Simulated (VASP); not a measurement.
A run of VASP 6.6.1 is set up as follows.

Contents of INCAR:

```
SYSTEM = CaO
PREC     = Accurate       ! precision mode
ENCUT    = 600            ! plane-wave cutoff, eV
EDIFF    = 1E-6           ! SCF threshold, eV
ISMEAR   = 0              ! smearing method
SIGMA    = 0.1            ! smearing width, eV
LREAL    = .False.        ! projectors in reciprocal space
LASPH    = .True.         ! aspherical terms in the spheres
NELM     = 120            ! most SCF steps
ALGO     = Normal         ! electronic algorithm
ISIF     = 2              ! what is computed and relaxed
LWAVE    = .False.        ! write WAVECAR
LCHARG   = .True.         ! write CHGCAR
LELF     = .True.         ! ELF
LVHAR    = .True.       
NBANDS   = 15             ! bands
GGA_COMPAT= .False.
```

File KPOINTS:

```
Automatic mesh
0
Gamma
  8 8 8
  0 0 0
```

File POSCAR:

```
CaO
1.0
    0.0000000000      2.3568261018      2.3568261018
    2.3568261018      0.0000000000      2.3568261018
    2.3568261018      2.3568261018      0.0000000000
Ca O
1 1
Direct
    0.0000000000      0.0000000000      0.0000000000
    0.5000000000      0.5000000000      0.5000000000
```

Potentials or basis: VASP PAW LDA potentials, release 64 (Ca_sv, O).

Launch:

```bash
$ cat potpaw_LDA.64/Ca_sv/POTCAR potpaw_LDA.64/O/POTCAR > POTCAR
$ mpirun -np 1 vasp_std > vasp.out
```

(1) What does it give for the pressure?

(2) Estimate the band gap on the k mesh.

## Answers

(1) 0.4 GPa.

(2) 3.42 eV, indirect (least direct gap 3.78 eV).
